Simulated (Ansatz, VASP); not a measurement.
# BN in VASP and in Ansatz

```
B N
1.0
     2.55280    0.00000    0.00000
    -1.27640    2.21079    0.00000
     0.00000    0.00000    4.22681
B N
2 2
Direct
  0.66667 0.33333 0.00000
  0.33333 0.66667 0.50000
  0.66667 0.33333 0.37500
  0.33333 0.66667 0.87500
```

Alike in both runs: task single point; functional PBE; k mesh 8 × 8 × 4; no spin polarisation.

```csv
,VASP,Ansatz
version,VASP 6.6.1,Ansatz 0.2.0
potentials or method,"VASP PAW PBE potentials, release 64 (B, N), cutoff 600 eV","plane waves, PAW"
occupations,"gaussian, width 0.01 eV",fixed
valence electrons in the cell,16,16
```

```csv
,VASP,Ansatz,Ansatz less VASP
pressure (GPa),0.3,0.3,+0.05
"traceless stress, the component that is largest in VASP (GPa)",-0.81,-0.80,+0.016
```

Ansatz's warnings: stress scf threshold loose.
